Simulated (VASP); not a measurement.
Input of a VASP 6.6.1 run:

File INCAR:

```
SYSTEM = Li2Fe2W
PREC = Accurate
ENCUT = 520
EDIFF = 1E-6
ISMEAR = 0
SIGMA = 0.1
LREAL = .FALSE.
LASPH = .TRUE.
NELM = 150
ALGO = Fast
ISIF = 2
LWAVE = .FALSE.
LCHARG = .FALSE.
ISPIN = 2
MAGMOM = 0 0 4 4 0
LORBIT = 11
LMAXMIX = 4
GGA = PE
NBANDS = 30
```

KPOINTS

```
regular mesh
0
G
  6 6 4
  0 0 0
```

POSCAR

```
Li2Fe2W
1.0
    3.6832978300      0.0000000000      0.0000000000
   -1.8416489100      3.1898294900      0.0000000000
    0.0000000000      0.0000000000      6.5389803900
Li Fe W
2 2 1
Direct
    0.6666666700      0.3333333300      0.3759044400
    0.3333333300      0.6666666700      0.6240955600
    0.6666666700      0.3333333300      0.7219373600
    0.3333333300      0.6666666700      0.2780626400
    0.0000000000      0.0000000000      0.0000000000
```

Potentials or basis: VASP PAW PBE potentials, release 64 (Li_sv, Fe, W_sv).

The run is started by

```console
$ cat potpaw_PBE.64/Li_sv/POTCAR potpaw_PBE.64/Fe/POTCAR potpaw_PBE.64/W_sv/POTCAR > POTCAR
$ mpirun -np 1 vasp_std > vasp.out
```

Question: Predict the site moments.

Answer: Li -0.02; Fe +2.42; W -0.70 μB.

Question: Estimate the largest force.

Answer: 3.330 eV/Å.

Question: What does it give for the net moment?

Answer: 3.91 μB per cell.

Forces on the atoms (eV/Å):
```
Li   0.000  0.000 -0.733
Li   0.000  0.000  0.733
Fe   0.000  0.000  3.330
Fe   0.000  0.000 -3.330
W    0.000  0.000  0.000
```

Caveat: forces of over 1 eV/Å act on the atoms, so gaps and moduli don't describe the material at rest.
